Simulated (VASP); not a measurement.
Set up this calculation in VASP 6.6.1, as the native input.

```yaml
Task: single point
Functional: PBE
Potentials_or_basis: VASP PAW PBE potentials, release 64 (Pb_d)
Cutoff: 520 eV
k_mesh: 10 × 10 × 3
Occupations: fermi-dirac, width 0.1 eV
Spin: no spin polarisation
Dipole_correction: no
Further_INCAR_settings: ALGO = Normal; EDIFF = 1e-06; NBANDS = 36
```

The structure of Pb lies in POSCAR:

```
Pb
1.0
    3.5733815866      0.0000000000      0.0000000000
   -1.7866907933      3.0946392314      0.0000000000
    0.0000000000      0.0000000000     11.5476539746
Pb
4
Direct
    0.0000000000      0.0000000000      0.0000000000
    0.0000000000      0.0000000000      0.5000000000
    0.3333333333      0.6666666667      0.2500000000
    0.6666666667      0.3333333333      0.7500000000
```

One way to write it, as run:

INCAR

```
ALGO = Normal
EDIFF = 1E-6
ENCUT = 520
GGA = PE
ISIF = 2
ISMEAR = -1
LASPH = True
LCHARG = False
LREAL = False
LWAVE = False
NBANDS = 36
NELM = 100
PREC = Accurate
SIGMA = 0.1
```

KPOINTS

```
k-points
0
Gamma
  10 10 3
```

Potentials or basis: VASP PAW PBE potentials, release 64 (Pb_d).

Run with:

```sh
$ cat potpaw_PBE.64/Pb_d/POTCAR > POTCAR
$ mpirun -np 1 vasp_std > vasp.out
```

It gave:

- Pressure: -0.1 GPa
- Band gap on the k mesh: zero (band 28 reaches 11.99 eV, above the bottom of band 29 at 5.33 eV)

Caveat: spin-orbit coupling is left out, which moves the levels of the heavy elements.

Wall time 75 s on 1 thread of Intel(R) Xeon(R) 6975P-C (Granite Rapids), with other jobs on the host, peak memory 0.28 GiB.
